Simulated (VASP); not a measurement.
Write the native input for VASP 6.6.1 that does the following.

```
Task                   : single point
Functional             : PBE
Dispersion             : D3(BJ)
Potentials or basis    : VASP PAW PBE potentials, release 64 (Be, S)
Cutoff                 : 520 eV
k mesh                 : 10 × 10 × 10
Occupations            : gaussian, width 0.01 eV
Spin                   : no spin polarisation
Dipole correction      : no
Further INCAR settings : ALGO = Normal; EDIFF = 1e-07; NBANDS = 11
```

The structure of BeS lies in POSCAR:

```
BeS
1.0
    0.0000000000      2.4250000000      2.4250000000
    2.4250000000      0.0000000000      2.4250000000
    2.4250000000      2.4250000000      0.0000000000
Be S
1 1
Direct
    0.0000000000      0.0000000000      0.0000000000
    0.2500000000      0.2500000000      0.2500000000
```

These files were run (other wordings do the same):

INCAR

```
ALGO = Normal ; EDIFF = 1E-7
ENCUT = 520 ; GGA = PE
ISIF = 2 ; ISMEAR = 0
IVDW = 12 ; LASPH = True
LCHARG = False ; LREAL = False
LWAVE = False ; NBANDS = 11
NELM = 60 ; PREC = Accurate
SIGMA = 0.01
```

KPOINTS

```
k-points
0
Gamma
  10 10 10
```

Potentials or basis: VASP PAW PBE potentials, release 64 (Be, S).

Run with:

```console
$ cat potpaw_PBE.64/Be/POTCAR potpaw_PBE.64/S/POTCAR > POTCAR
$ mpirun -np 1 vasp_std > vasp.out
```

It gave:

```json
{
  "Pressure": "-2.0 GPa",
  "Band gap on the k mesh": "3.11 eV, indirect (least direct gap 5.67 eV)",
  "Dispersion energy per atom": "-0.301 eV"
}
```

Caveat: three body term missing.

Wall time 25 s on 1 thread of Intel Xeon 8259CL (shared host), peak memory 0.16 GiB.
